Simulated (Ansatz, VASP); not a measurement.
**Ru in VASP and in Ansatz**

```
CELL_PARAMETERS angstrom
2.67753 0.00000 0.00000
-1.33877 2.31881 0.00000
0.00000 0.00000 4.21813
ATOMIC_POSITIONS crystal
Ru 0.33333 0.66667 0.25000
Ru 0.66667 0.33333 0.75000
```

Alike in both runs: task single point; functional LDA; k mesh 13 × 13 × 8; occupations fermi-dirac, width 0.3 eV; no spin polarisation.

|  | VASP | Ansatz |
| --- | --- | --- |
| version | VASP 6.6.1 | Ansatz 0.2.0 |
| potentials or method | VASP PAW LDA potentials, release 64 (Ru_sv), cutoff 560 eV | plane waves (420 eV) with PAW, scalar-relativistic |
| valence electrons in the cell | 32 | 32 |

|  | VASP | Ansatz | Ansatz less VASP |
| --- | --- | --- | --- |
| pressure (GPa) | 2.8 | 2.3 | -0.55 |
| traceless stress, the component that is largest in VASP (GPa) | 1.26 | 1.25 | -0.010 |

Ansatz warns that its potentials were made for another functional, while VASP's fit it. LDA's correlation is that of Perdew and Zunger in VASP and of Perdew and Wang (1992) in Ansatz.
